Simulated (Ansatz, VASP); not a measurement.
# BN in VASP and in Ansatz

Contents of INCAR:

```
  ALGO = Normal
  EDIFF = 1E-6
  ENCUT = 520
  GGA = PE
  ISIF = 2
  ISMEAR = 0
  LASPH = T
  LCHARG = F
  LREAL = F
  LWAVE = F
  NBANDS = 16
  NELM = 80
  PREC = Accurate
  SIGMA = 0.05
```

File KPOINTS:

```
k-points
0
Gamma
  12 12 6
```

POSCAR

```
BN
1.0
    2.5539396017      0.0000000000      0.0000000000
   -1.2769698009      2.2117765748      0.0000000000
    0.0000000000      0.0000000000      4.2268550000
B N
2 2
Direct
    0.6666666667      0.3333333333      0.9997240000
    0.3333333333      0.6666666667      0.4997240000
    0.6666666667      0.3333333333      0.5779594964
    0.3333333333      0.6666666667      0.1252760000
```

Input for Ansatz:

```yaml
crystal:
  lattice:
    - [2.5539396017, 0.0, 0.0]
    - [-1.2769698009, 2.2117765748, 0.0]
    - [0.0, 0.0, 4.226855]
  atoms:
    - { symbol: B, position: [0.6666666667, 0.3333333333, 0.999724] }
    - { symbol: B, position: [0.3333333333, 0.6666666667, 0.499724] }
    - { symbol: "N", position: [0.6666666667, 0.3333333333, 0.5779594964] }
    - { symbol: "N", position: [0.3333333333, 0.6666666667, 0.125276] }
basis:
  ecutwfc: 420
kpoints:
  mp_grid: { grid: [12, 12, 6] }
hamiltonian:
  xc: pbe
scf:
  occupations: { method: gaussian, width: 0.05 }
output:
  forces: true
  stress: true
  eigenvalues: true
```

Alike in both runs: task single point; functional PBE; k mesh 12 × 12 × 6; occupations gaussian, width 0.05 eV; no spin polarisation.

```csv
,VASP,Ansatz
version,VASP 6.6.1,Ansatz 0.2.0
potentials or method,"VASP PAW PBE potentials, release 64 (B, N), cutoff 520 eV","scalar-relativistic, plane waves, PAW"
valence electrons in the cell,16,16
```

VASP gave:

* gap on the k mesh at the Fermi level (eV): 5.20
* least direct gap on the mesh (eV): 6.64
* pressure (GPa): 7.3
* traceless stress, the component that is largest in VASP (GPa): 4.55
* rms of the force components (eV/Å): 2.035

Task: What did Ansatz give for the same quantities?

Result: gap on the k mesh at the Fermi level (eV): 5.20; least direct gap on the mesh (eV): 6.64; pressure (GPa): 7.0; traceless stress, the component that is largest in VASP (GPa): 4.72; rms of the force components (eV/Å): 2.031.

Atom by atom the forces differ by 0.007 eV/Å (rms over components).
